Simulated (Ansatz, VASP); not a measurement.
**GdO in VASP and in Ansatz**

Contents of INCAR:

```
SYSTEM = GdO
PREC     = Accurate       ! precision mode
ENCUT    = 520            ! plane-wave cutoff, eV
EDIFF    = 1E-7           ! SCF threshold, eV
ISMEAR   = -1             ! smearing method
SIGMA    = 0.08           ! smearing width, eV
LREAL    = .False.        ! projectors in reciprocal space
LASPH    = .True.         ! aspherical terms in the spheres
NELM     = 150            ! most SCF steps
ALGO     = Normal         ! electronic algorithm
ISIF     = 2              ! what is computed and relaxed
LWAVE    = .False.        ! write WAVECAR
LCHARG   = .False.        ! write CHGCAR
ISPIN    = 2              ! spin polarisation
MAGMOM   = 7 0            ! initial moments
LORBIT   = 11             ! projections on sites
LMAXMIX  = 6              ! l up to which the mixer works
GGA      = PS             ! functional
NBANDS   = 23             ! bands
```

The input KPOINTS:

```
Automatic mesh
0
Gamma
  13 13 13
  0 0 0
```

Contents of POSCAR:

```
GdO
1.0
    0.0000000000      2.7490127974      2.7490127974
    2.7490127974      0.0000000000      2.7490127974
    2.7490127974      2.7490127974      0.0000000000
Gd O
1 1
Direct
    0.0000000000      0.0000000000      0.0000000000
    0.7500000000      0.7500000000      0.7500000000
```

Input for Ansatz:

```yaml
crystal:
  lattice:
    - [0.0, 2.7490127974, 2.7490127974]
    - [2.7490127974, 0.0, 2.7490127974]
    - [2.7490127974, 2.7490127974, 0.0]
  atoms:
    - { symbol: Gd, position: [0.0, 0.0, 0.0], spin: 7.0 }
    - { symbol: O, position: [0.75, 0.75, 0.75] }
magnetization:
  spin_polarized: true
kpoints:
  mp_grid: { grid: [13, 13, 13] }
scf:
  occupations: { method: fermi_dirac, width: 0.08 }
hamiltonian:
  xc: pbesol
  pseudopotentials: { kind: all_electron, lapw: { basis_error: 0.001 } }
output:
  forces: true
  stress: true
  eigenvalues: true
```

Change from the starting cell: volume scaled by 1.06.

Alike in both runs: task single point; functional PBEsol; k mesh 13 × 13 × 13; occupations fermi-dirac, width 0.08 eV; collinear spin.

|  | VASP | Ansatz |
| --- | --- | --- |
| version | VASP 6.6.1 | Ansatz 0.2.0 |
| potentials or method | VASP PAW PBE potentials, release 64 (Gd, O), cutoff 520 eV | all-electron LAPW, scalar-relativistic |

```csv
,VASP,Ansatz,Ansatz less VASP
pressure (GPa),-8.3,-8.4,-0.03
net moment per atom (μB),3.74,3.73,-0.009
size of the moment on the site where the two differ most (μB),6.83,6.99,+0.154
```

VASP's potentials were made for PBE, not for PBEsol. Site moments also hang on the region over which each program counts them. Ansatz ran all-electron here, and VASP with PAW potentials. Ansatz's warnings: stability check not made.

Spin-orbit coupling is off throughout.
